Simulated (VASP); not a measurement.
# Zn4SeO3 in VASP: notebook

Runs on Zn4SeO3. Level: PBE. Tasks: relaxation of cell and atoms, single point.

Program: VASP 6.6.1. These are calculated values, not measurements. Logs are shortened: lines on timing, memory, paths and dates and some standing lists are left out, and cuts for length are marked.

### Step 1. The cell of the first run

Symmetry: I-42m, No. 121, tetragonal system. Conventional cell: a = 4.780 Å, b = 4.780 Å, c = 9.550 Å, α = 90.00°, β = 90.00°, γ = 90.00°. Zn (site symmetry m) has 3 O at 1.97 to 2.00 Å and 1 Se at 2.35 Å within 2.6 Å. Se (site symmetry -42m) has 4 Zn at 2.35 Å within 3.1 Å. O (site symmetry -42m) has 4 Zn at 1.97 Å within 2.6 Å. O (site symmetry -4) has 4 Zn at 2.00 Å within 2.7 Å.

### Step 2. Relaxation of cell and atoms, PBE

Contents of INCAR:

```
  PREC = Accurate
  ENCUT = 600
  EDIFF = 1E-6
  ISMEAR = 0
  SIGMA = 0.15
  LREAL = False
  LASPH = True
  NELM = 80
  ALGO = Normal
  ISIF = 3
  LWAVE = False
  LCHARG = False
  GGA = PE
  IBRION = 2
  NSW = 36
  EDIFFG = -0.08
```

Contents of KPOINTS:

```
Automatic mesh
0
Gamma
  4 4 4
```

Contents of POSCAR:

```
Zn4SeO3
1.0
   -2.3900000000      2.3900000000      4.7750000000
    2.3900000000     -2.3900000000      4.7750000000
    2.3900000000      2.3900000000     -4.7750000000
Zn Se O
4 1 3
Direct
    0.1450000000      0.1450000000      0.5700000000
    0.5750000000      0.5750000000      0.4300000000
    0.4250000000      0.8550000000      0.0000000000
    0.8550000000      0.4250000000      0.0000000000
    0.0000000000      0.0000000000      0.0000000000
    0.5000000000      0.5000000000      0.0000000000
    0.2500000000      0.7500000000      0.5000000000
    0.7500000000      0.2500000000      0.5000000000
```

Potentials or basis: VASP PAW PBE potentials, release 64 (Zn, Se, O).

The run is started by

```sh
> cat potpaw_PBE.64/Zn/POTCAR potpaw_PBE.64/Se/POTCAR potpaw_PBE.64/O/POTCAR > POTCAR
> mpirun -np 1 vasp_std > vasp.out
```

OUTCAR:

```text
PREC = Accurate
   ENCUT = 600
   EDIFF = 1E-6
   ISMEAR = 0
   LREAL = False
   LASPH = True
   NELM = 80
   ISIF = 3
   GGA = PE
   IBRION = 2
   NSW = 36
   EDIFFG = -0.08

 ion  position               nearest neighbor table
   1  0.145  0.145  0.570-   6 1.97   7 2.00   8 2.00   5 2.35   2 2.91
   2  0.575  0.575  0.430-   6 1.97   7 2.00   8 2.00   5 2.35   1 2.91
   3  0.425  0.855  0.000-   6 1.97   8 2.00   7 2.00   5 2.35   4 2.91
   4  0.855  0.425  0.000-   6 1.97   7 2.00   8 2.00   5 2.35   3 2.91
   5  0.000  0.000  0.000-   1 2.35   3 2.35   4 2.35   2 2.35
   6  0.500  0.500  0.000-   1 1.97   3 1.97   4 1.97   2 1.97
   7  0.250  0.750  0.500-   1 2.00   2 2.00   3 2.00   4 2.00
   8  0.750  0.250  0.500-   1 2.00   2 2.00   4 2.00   3 2.00

  LATTYP: Found a body centered tetragonal cell.
 ALAT       =     4.7800000000
 C/A-ratio  =     1.9979079498

  Lattice vectors:

 A1 = (  -2.3900000000,   2.3900000000,   4.7750000000)
 A2 = (   2.3900000000,  -2.3900000000,   4.7750000000)
 A3 = (   2.3900000000,   2.3900000000,  -4.7750000000)

Analysis of symmetry for initial positions (statically):
=====================================================================
 Subroutine PRICEL returns:
 Original cell was already a primitive cell.

 Routine SETGRP: Setting up the symmetry group for a
 body centered tetragonal supercell.

 Subroutine GETGRP returns: Found  8 space group operations
 (whereof  8 operations were pure point group operations)
 out of a pool of 16 trial point group operations.

The static configuration has the point symmetry D_2d.

Analysis of symmetry for dynamics (positions and initial velocities):
=====================================================================
 Subroutine PRICEL returns:
 Original cell was already a primitive cell.

 Routine SETGRP: Setting up the symmetry group for a
 body centered tetragonal supercell.

 Subroutine GETGRP returns: Found  8 space group operations
 (whereof  8 operations were pure point group operations)
 out of a pool of 16 trial point group operations.

The dynamic configuration has the point symmetry D_2d.

 Subroutine INISYM returns: Found  8 space group operations
 (whereof  8 operations are pure point group operations),
 and found     1 'primitive' translations

----------------------------------------------------------------------------------------

                                     Primitive cell

  volume of cell :     109.1011

  direct lattice vectors                    reciprocal lattice vectors
    -2.390000000  2.390000000  4.775000000     0.000000000  0.209205021  0.104712042
     2.390000000 -2.390000000  4.775000000     0.209205021  0.000000000  0.104712042
     2.390000000  2.390000000 -4.775000000     0.209205021  0.209205021  0.000000000

  length of vectors
     5.850198715  5.850198715  5.850198715     0.233947328  0.233947328  0.295860578

  position of ions in fractional coordinates (direct lattice)
     0.145000000  0.145000000  0.570000000
     0.575000000  0.575000000  0.430000000
     0.425000000  0.855000000  0.000000000
     0.855000000  0.425000000  0.000000000
     0.000000000  0.000000000  0.000000000
     0.500000000  0.500000000  0.000000000
     0.250000000  0.750000000  0.500000000
     0.750000000  0.250000000  0.500000000

  ion indices of the primitive-cell ions
   primitive index   ion index
                 1           1
                 2           2
                 3           3
                 4           4
                 5           5
                 6           6
                 7           7
                 8           8

----------------------------------------------------------------------------------------

 KPOINTS: Automatic mesh

Automatic generation of k-mesh.
 Grid dimensions read from file:
 generate k-points for:    4    4    4

 Generating k-lattice:

  Cartesian coordinates                     Fractional coordinates (reciprocal lattice)
     0.000000000  0.052301255  0.026178010     0.250000000 -0.000000000  0.000000000
     0.052301255  0.000000000  0.026178010    -0.000000000  0.250000000  0.000000000
     0.052301255  0.052301255  0.000000000     0.000000000  0.000000000  0.250000000

  Length of vectors
     0.058486832  0.058486832  0.073965144

  Shift w.r.t. Gamma in fractional coordinates (k-lattice)
     0.000000000  0.000000000  0.000000000

 Subroutine IBZKPT returns following result:
 ===========================================

 Found     13 irreducible k-points:

 Following reciprocal coordinates:
            Coordinates               Weight
  0.000000  0.000000  0.000000      1.000000
  0.250000 -0.000000  0.000000      8.000000
  0.500000 -0.000000  0.000000      4.000000
  0.250000  0.250000  0.000000      8.000000
  0.500000  0.250000  0.000000     16.000000
 -0.250000  0.250000  0.000000      4.000000
  0.500000  0.500000  0.000000      2.000000
  0.250000  0.250000  0.250000      2.000000
 -0.250000  0.250000  0.250000      4.000000
  0.500000  0.500000  0.250000      4.000000
 -0.250000  0.500000  0.250000      8.000000
 -0.250000 -0.250000  0.250000      2.000000
  0.500000  0.500000  0.500000      1.000000
   k-points           NKPTS =     13   k-points in BZ     NKDIM =     13   number of bands    NBANDS=     43
   number of dos      NEDOS =    301   number of ions     NIONS =      8
   total plane-waves  NPLWV = 110592
   dimension x,y,z NGX =    48 NGY =   48 NGZ =   48
   dimension x,y,z NGXF=    96 NGYF=   96 NGZF=   96
   ions per type =               4   1   3
   NGX,Y,Z   is equivalent  to a cutoff of  13.64, 13.64, 13.64 a.u.
   NGXF,Y,Z  is equivalent  to a cutoff of  27.28, 27.28, 27.28 a.u.
 SYSTEM =  unknown system
   PREC   = accura    normal or accurate (medium, high low for compatibility)
   ISTART =      0    job   : 0-new  1-cont  2-samecut
   ICHARG =      2    charge: 1-file 2-atom 10-const
   ISPIN  =      1    spin polarized calculation?
   LNONCOLLINEAR =      F non collinear calculations
   LSORBIT =      F    spin-orbit coupling
   LASPH  =      T    aspherical Exc in radial PAW
   ENCUT  =  600.0 eV  44.10 Ry    6.64 a.u.  11.68 11.68 11.68*2*pi/ulx,y,z
   NELM   =     80;   NELMIN=  2; NELMDL= -5     # of ELM steps
   EDIFF  = 0.1E-05   stopping-criterion for ELM
   LREAL  =      F    real-space projection
   EDIFFG = -.8E-01   stopping-criterion for IOM
   NSW    =     36    number of steps for IOM
   IBRION =      2    ionic relax: 0-MD 1-quasi-New 2-CG
   NFREE  =      1    steps in history (QN), initial steepest desc. (CG)
   ISIF   =      3    stress and relaxation
   ISYM   =      2    0-nonsym 1-usesym 2-fastsym
   POTIM  = 0.5000    time-step for ionic-motion
   TEBEG  =    0.0;   TEEND  =   0.0 temperature during run
   PSTRESS=    0.0 pullay stress
   NELECT =      72.0000    total number of electrons
   NUPDOWN=      -1.0000    fix difference up-down
   EMIN   =  10.00;   EMAX   =-10.00  energy-range for DOS
   EFERMI =   0.00;   METHOD = LEGACY
   ISMEAR =     0;   SIGMA  =   0.15  broadening in eV -4-tet -1-fermi 0-gaus
   EFERMI_NEDOS =   21; number of points for ismear=-14 and -15
   IALGO  =     38    algorithm
   IMIX   =      4    mixing-type and parameters
     AMIX     =   0.40;   BMIX     =  1.00
     AMIX_MAG =   1.60;   BMIX_MAG =  1.00
  volume/ion in A,a.u.               =      13.64        92.03
  Fermi-wavevector in a.u.,A,eV,Ry     =   1.425310  2.693445 27.640345  2.031508
  Thomas-Fermi vector in A             =   2.545708
   LORBIT       =      0    0 simple, 1 ext, 2 COOP (PROOUT), +10 PAW based schemes
   GGA     = PE    functional components
   LHFCALC =     F    Hartree Fock is set to
   AEXX    =    0.0000 exact exchange contribution
   IVDW    =     0    specifies the selected vdW correction
   LEPSILON=     F    determine dielectric tensor
   LRPA    =     F    only Hartree local field effects (RPA)
 conjugate gradient relaxation of ions
 non-spin polarized calculation
 Gauss-broadening in eV      SIGMA  =   0.15
  energy-cutoff  :      600.00
  volume of cell :      109.10
 maximum number of plane-waves:      3672
 NGX is ok and might be reduce to    48
   NGX = 23   NGY = 23   NGZ = 23

--------------------------------------- Ionic step        1  -------------------------------------------

 number of electron      72.0000024 magnetization

 Free energy of the ion-electron system (eV)
  ---------------------------------------------------
  ext. energy  EPLUGINS =         0.00000000
  ---------------------------------------------------
  free energy    TOTEN  =       -31.79852519 eV

  energy without entropy =      -31.79828134  energy(sigma->0) =      -31.79840326

------------------------ aborting loop because EDIFF is reached ----------------------------------------

  FORCE on cell =-STRESS in cart. coord.  units (eV):
  Direction    XX          YY          ZZ          XY          YZ          ZX
  --------------------------------------------------------------------------------------
  -------------------------------------------------------------------------------------
  Total        5.9414658      5.9414658      5.0370667      0.0000000      0.0000000      0.0000000
  in kB       87.2519243     87.2519243     73.9705953      0.0000000      0.0000000      0.0000000
  external PRESSURE =      82.8248146 kB  Pullay stress =       0.0000000 kB

 VOLUME and BASIS-vectors are now :
 -----------------------------------------------------------------------------
  energy-cutoff  :      600.00
  volume of cell :      109.10
      direct lattice vectors                 reciprocal lattice vectors
    -2.390000000  2.390000000  4.775000000     0.000000000  0.209205021  0.104712042
     2.390000000 -2.390000000  4.775000000     0.209205021  0.000000000  0.104712042
     2.390000000  2.390000000 -4.775000000     0.209205021  0.209205021  0.000000000
[... 127 lines left out ...]
 POSITION                                       TOTAL-FORCE (eV/Angst)
 -----------------------------------------------------------------------------------
      1.39574      1.39574     -1.36594        -0.057203     -0.057203      0.065517
      1.05369      1.05369      3.50971         0.057203      0.057203      0.065517
      3.50311      1.39574      1.36594         0.057203     -0.057203     -0.065517
     -1.05369      1.05369      6.24159        -0.057203      0.057203     -0.065517
      4.89885      0.00000      0.00000         0.000000      0.000000      0.000000
      2.44942      2.44942      0.00000         0.000000      0.000000      0.000000
      2.44942      0.00000      2.43783         0.000000      0.000000      0.000000
      0.00000      2.44942      2.43783         0.000000      0.000000      0.000000
 -----------------------------------------------------------------------------------
    total drift:                                0.000008      0.000008     -0.000007

  FREE ENERGIE OF THE ION-ELECTRON SYSTEM (eV)
  ---------------------------------------------------
  free  energy   TOTEN  =       -31.9875901263 eV

  energy  without entropy=      -31.9865686419  energy(sigma->0) =      -31.98707938

--------------------------------------- Ionic step        5  -------------------------------------------

 number of electron      71.9999988 magnetization

 Free energy of the ion-electron system (eV)
  ---------------------------------------------------
  ext. energy  EPLUGINS =         0.00000000
  ---------------------------------------------------
  free energy    TOTEN  =       -31.99127340 eV

  energy without entropy =      -31.99046442  energy(sigma->0) =      -31.99086891

 E-fermi :   1.4807     XC(G=0): -10.3703

 val. band max:        1.2534402131   @ k =   0.0000   0.0000   0.0000
 cond. band min:       1.6540760115   @ k =   0.0000   0.0000   0.0000
 fundamental gap:      0.4006357984
 Fermi energy:         1.4806957286

 k-point     1 :       0.0000    0.0000    0.0000
  band No.  band energies     occupation
      1     -16.3158      2.00000
      2     -15.8405      2.00000
      3     -15.7471      2.00000
      4     -10.7250      2.00000
      5      -4.9749      2.00000
      6      -4.6680      2.00000
[... 609 lines left out ...]
 POSITION                                       TOTAL-FORCE (eV/Angst)
 -----------------------------------------------------------------------------------
      1.39545      1.39545     -1.35891        -0.034099     -0.034099      0.024527
      1.05805      1.05805      3.50212         0.034099      0.034099      0.024527
      1.05805     -1.05805      6.21995         0.034099     -0.034099     -0.024527
      1.39545      3.51154      1.35891        -0.034099      0.034099     -0.024527
     -0.00000      0.00000      0.00000        -0.000000      0.000000     -0.000000
      0.00000      0.00000      4.86103        -0.000000     -0.000000     -0.000000
      2.45350      0.00000      2.43052        -0.000000      0.000000     -0.000000
      0.00000      2.45350      2.43052        -0.000000      0.000000     -0.000000
 -----------------------------------------------------------------------------------
    total drift:                                0.000006      0.000006     -0.000011

  FREE ENERGIE OF THE ION-ELECTRON SYSTEM (eV)
  ---------------------------------------------------
  free  energy   TOTEN  =       -31.9912734020 eV

  energy  without entropy=      -31.9904644181  energy(sigma->0) =      -31.99086891

 reached required accuracy - stopping structural energy minimisation
```

It took 14 min on 1 thread of Intel Xeon 8259CL, shared host; peak memory 0.38 GiB.

What came out:

* Free energy: -31.9913 eV
* Relaxed volume: 14.63 Å³/atom
* Relaxed cell: a = 5.972 Å, b = 5.972 Å, c = 5.972 Å, α = 131.49°, β = 131.49°, γ = 71.04°
* Space group after relaxing (to 0.1 Å): I-42m (No. 121)
* Energy gained by relaxing: 24.1 meV/atom
* Ionic steps: 5
* Pressure after relaxing: -0.1 GPa
* Largest force after relaxing: 0.054 eV/Å
* Band gap on the k mesh: 0.40 eV

Forces on the atoms (eV/Å):
```
Zn  -0.034 -0.034  0.025
Zn   0.034  0.034  0.025
Zn   0.034 -0.034 -0.025
Zn  -0.034  0.034 -0.025
Se   0.000  0.000  0.000
O    0.000  0.000  0.000
O    0.000  0.000  0.000
O    0.000  0.000  0.000
```

The path:
| step | energy change (eV) | largest force (eV/Å) | pressure (GPa) | volume (Å³) |
| --- | --- | --- | --- | --- |
| 1 | 0.0000 | 0.0282 | 8.28 | 109.10 |
| 2 | -0.1525 | 0.1422 | -3.00 | 120.61 |
| 3 | -0.1891 | 0.1022 | 0.04 | 116.85 |
| 4 | -0.1891 | 0.1041 | -0.17 | 117.01 |
| 5 | -0.1927 | 0.0541 | -0.09 | 117.05 |

Final structure:
```xyz
8
Lattice="-2.4535 2.4535 4.8610 2.4535 -2.4535 4.8610 2.4535 2.4535 -4.8610" Properties=species:S:1:pos:R:3 pbc="T T T"
Zn    1.3954    1.3954   -1.3589
Zn    1.0580    1.0580    3.5021
Zn    1.0580   -1.0580    6.2199
Zn    1.3954    3.5115    1.3589
Se    0.0000    0.0000    0.0000
O     0.0000    0.0000    4.8610
O     2.4535    0.0000    2.4305
O     0.0000    2.4535    2.4305
```

Caveat: the relaxation stopped at a loose force limit of 0.08 eV/Å, so its end isn't a converged minimum.

(Continued in part 2 of 2.)
